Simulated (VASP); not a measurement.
Input of a VASP 6.6.1 run:

Contents of POSCAR:

```
BaS
1.0
    4.4861749432      0.0000000000      0.0000000000
   -2.2430874716      3.8851414666      0.0000000000
    0.0000000000      0.0000000000      7.8665892714
Ba S
2 2
Direct
    0.0000000000      0.0000000000      0.0000000000
    0.0000000000      0.0000000000      0.5000000000
    0.3333333333      0.6666666667      0.2500000000
    0.6666666667      0.3333333333      0.7500000000
```

INCAR.step1

```
SYSTEM = BaS
PREC = Accurate ; ENCUT = 520
ISMEAR = 0 ; SIGMA = 0.01
LREAL = .False. ; LASPH = .True.
NELM = 100 ; NBANDS = 24
GGA = PE ; ALGO = Normal
EDIFF = 1E-4 ; LWAVE = .True.
LCHARG = .False.
```

INCAR.step2

```
SYSTEM = BaS
PREC = Accurate ; ENCUT = 520
EDIFF = 1E-6 ; ISMEAR = 0
SIGMA = 0.01 ; LREAL = .False.
LASPH = .True. ; NELM = 100
ALGO = Normal ; ISIF = 2
LWAVE = .False. ; LCHARG = .False.
METAGGA = R2SCAN ; LMIXTAU = .True.
NBANDS = 24 ; ISTART = 1
```

KPOINTS

```
Automatic mesh
0
Gamma
  6 6 4
  0 0 0
```

Potentials or basis: VASP PAW PBE potentials, release 64 (Ba_sv, S).

Launch:

```sh
$ cat potpaw_PBE.64/Ba_sv/POTCAR potpaw_PBE.64/S/POTCAR > POTCAR
$ cp INCAR.step1 INCAR
$ mpirun -np 1 vasp_std > vasp.out
$ cp INCAR.step2 INCAR
$ mpirun -np 1 vasp_std > vasp.out
```

Task: Estimate the band gap on the k mesh.

Result: 2.73 eV, indirect (the least direct gap lies 1.2 meV higher).

Task: What does it give for the pressure?

Result: -0.6 GPa.

Caveat: the PAW data sets were made with another functional, which shifts forces and pressure a little; spin-orbit coupling is left out, which moves the levels of the heavy elements. A k mesh can miss the band edges.
